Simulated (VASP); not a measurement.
# Si (Fm-3m) in VASP: notebook, part 2 of 2

VASP 6.6.1. Earlier steps stand in the parts before.

## (5) Relaxation of cell and atoms, PBE, target pressure 2.4 GPa, at which the enthalpy is minimised

INCAR reads:

```
SYSTEM = Si
PREC = Accurate
ENCUT = 500
EDIFF = 1E-7
ISMEAR = -1
SIGMA = 0.1
LREAL = .False.
LASPH = .True.
NELM = 120
ALGO = Normal
ISIF = 3
LWAVE = .False.
LCHARG = .False.
GGA = PE
IBRION = 2
NSW = 32
EDIFFG = -0.005
PSTRESS = 24.0
GGA_COMPAT = .False.
NELMIN = 4
```

KPOINTS reads:

```
Automatic mesh
0
Gamma
  17 17 17
  0 0 0
```

POSCAR reads:

```
Si
1.0
    0.0000000000      1.9174676394      1.9174676394
    1.9174676394      0.0000000000      1.9174676394
    1.9174676394      1.9174676394      0.0000000000
Si
1
Direct
    0.0000000000      0.0000000000      0.0000000000
```

Potentials or basis: VASP PAW PBE potentials, release 64 (Si).

Command:

```console
$ cat potpaw_PBE.64/Si/POTCAR > POTCAR
$ mpirun -np 1 vasp_std > vasp.out
```

OUTCAR:

```text
SYSTEM = Si
   PREC = Accurate
   ENCUT = 500
   EDIFF = 1E-7
   ISMEAR = -1
   LREAL = .False.
   LASPH = .True.
   NELM = 120
   ISIF = 3
   GGA = PE
   IBRION = 2
   NSW = 32
   EDIFFG = -0.005
   PSTRESS = 24.0
   NELMIN = 4

 ion  position               nearest neighbor table
   1  0.000  0.000  0.000-

  LATTYP: Found a face centered cubic cell.
 ALAT       =     3.8349352788

  Lattice vectors:

 A1 = (   0.0000000000,   1.9174676394,   1.9174676394)
 A2 = (   1.9174676394,   0.0000000000,   1.9174676394)
 A3 = (   1.9174676394,   1.9174676394,   0.0000000000)

Analysis of symmetry for initial positions (statically):
=====================================================================
 Subroutine PRICEL returns:
 Original cell was already a primitive cell.

 Routine SETGRP: Setting up the symmetry group for a
 face centered cubic supercell.

 Subroutine GETGRP returns: Found 48 space group operations
 (whereof 48 operations were pure point group operations)
 out of a pool of 48 trial point group operations.

The static configuration has the point symmetry O_h .

Analysis of symmetry for dynamics (positions and initial velocities):
=====================================================================
 Subroutine PRICEL returns:
 Original cell was already a primitive cell.

 Routine SETGRP: Setting up the symmetry group for a
 face centered cubic supercell.

 Subroutine GETGRP returns: Found 48 space group operations
 (whereof 48 operations were pure point group operations)
 out of a pool of 48 trial point group operations.

The dynamic configuration has the point symmetry O_h .

 Subroutine INISYM returns: Found 48 space group operations
 (whereof 48 operations are pure point group operations),
 and found     1 'primitive' translations

----------------------------------------------------------------------------------------
[... 111 lines left out ...]
     AMIX_MAG =   1.60;   BMIX_MAG =  1.00
  volume/ion in A,a.u.               =      14.10        95.15
  Fermi-wavevector in a.u.,A,eV,Ry     =   1.075697  2.032773 15.743640  1.157125
  Thomas-Fermi vector in A             =   2.211561
   LORBIT       =      0    0 simple, 1 ext, 2 COOP (PROOUT), +10 PAW based schemes
   GGA     = PE    functional components
   LHFCALC =     F    Hartree Fock is set to
   AEXX    =    0.0000 exact exchange contribution
   IVDW    =     0    specifies the selected vdW correction
   LEPSILON=     F    determine dielectric tensor
   LRPA    =     F    only Hartree local field effects (RPA)
 conjugate gradient relaxation of ions
 non-spin polarized calculation
  energy-cutoff  :      500.00
  volume of cell :       14.10
 maximum number of plane-waves:       369
   NGX =  9   NGY =  9   NGZ =  9

 number of electron       4.0000000 magnetization

 Free energy of the ion-electron system (eV)
  ---------------------------------------------------
  ext. energy  EPLUGINS =         0.00000000
  ---------------------------------------------------
  free energy    TOTEN  =        -4.88993783 eV

  energy without entropy =       -4.87434930  energy(sigma->0) =       -4.88214357

 E-fermi :  10.5609     XC(G=0): -11.3005

 val. band max:       10.4916162273   @ k =   0.4118   0.3529   0.0000
 cond. band min:      10.6312773534   @ k =  -0.2941   0.4118   0.1765
 fundamental gap:      0.1396611261
 Fermi energy:        10.5608526751

 k-point     1 :       0.0000    0.0000    0.0000
  band No.  band energies     occupation
      1      -4.1803      2.00000
      2      21.9735      0.00000
      3      21.9735      0.00000
      4      21.9735      0.00000
      5      22.5451      0.00000
      6      22.5451      0.00000
[... 199 lines left out ...]
 k-point    24 :      -0.1176    0.0588    0.0000
  band No.  band energies     occupation
      1      -3.5314      2.00000
      2      16.6768      0.00000
      3      18.5809      0.00000
      4      21.5934      0.00000
      5      23.5984      0.00000
      6      24.3887      0.00000

 [... further k-points ...]

------------------------ aborting loop because EDIFF is reached ----------------------------------------

  FORCE on cell =-STRESS in cart. coord.  units (eV):
  Direction    XX          YY          ZZ          XY          YZ          ZX
  --------------------------------------------------------------------------------------
  -------------------------------------------------------------------------------------
  Total        0.2073383      0.2073383      0.2073383     -0.0000000      0.0000000     -0.0000000
  in kB       23.5600436     23.5600436     23.5600436     -0.0000000      0.0000000     -0.0000000
  external PRESSURE =      -0.4399564 kB  Pullay stress =      24.0000000 kB

 VOLUME and BASIS-vectors are now :
 -----------------------------------------------------------------------------
  energy-cutoff  :      500.00
  volume of cell :       14.10
      direct lattice vectors                 reciprocal lattice vectors
     0.000000000  1.917467639  1.917467639    -0.260760594  0.260760594  0.260760594
     1.917467639  0.000000000  1.917467639     0.260760594 -0.260760594  0.260760594
     1.917467639  1.917467639  0.000000000     0.260760594  0.260760594 -0.260760594

 POSITION                                       TOTAL-FORCE (eV/Angst)
 -----------------------------------------------------------------------------------
      0.00000      0.00000      0.00000         0.000000      0.000000      0.000000
 -----------------------------------------------------------------------------------
    total drift:                                0.000000      0.000000     -0.000000

  FREE ENERGIE OF THE ION-ELECTRON SYSTEM (eV)
  ---------------------------------------------------
  free  energy   TOTEN  =        -4.8899378339 eV

  energy  without entropy=       -4.8743492983  energy(sigma->0) =       -4.88214357

  enthalpy is  TOTEN    =        -4.6787276841 eV   P V=        0.2112101498

 reached required accuracy - stopping structural energy minimisation
```

Run time: 7.9 s. Hardware: 1 thread of Intel Xeon Platinum 8559C (Emerald Rapids), shared host; peak memory 0.12 GiB.

What came out:

- Free energy: -4.8899 eV
- Pressure after relaxing: 2.4 GPa
- Band gap on the k mesh: zero (bands 2 and 3 overlap by 14.52 eV)

Final structure:
```cif
data_structure
_symmetry_space_group_name_H-M 'P 1'
_symmetry_Int_Tables_number 1
_cell_length_a 2.7117
_cell_length_b 2.7117
_cell_length_c 2.7117
_cell_angle_alpha 60.000
_cell_angle_beta 60.000
_cell_angle_gamma 60.000
_cell_volume 14.10
loop_
_atom_site_label
_atom_site_type_symbol
_atom_site_fract_x
_atom_site_fract_y
_atom_site_fract_z
_atom_site_occupancy
Si1 Si 0.00000 0.00000 0.00000 1
```

Caveat: the relaxation stopped at its first step, so nothing moved; the cell is relaxed towards a set pressure, so the run minimises the enthalpy, not the energy.
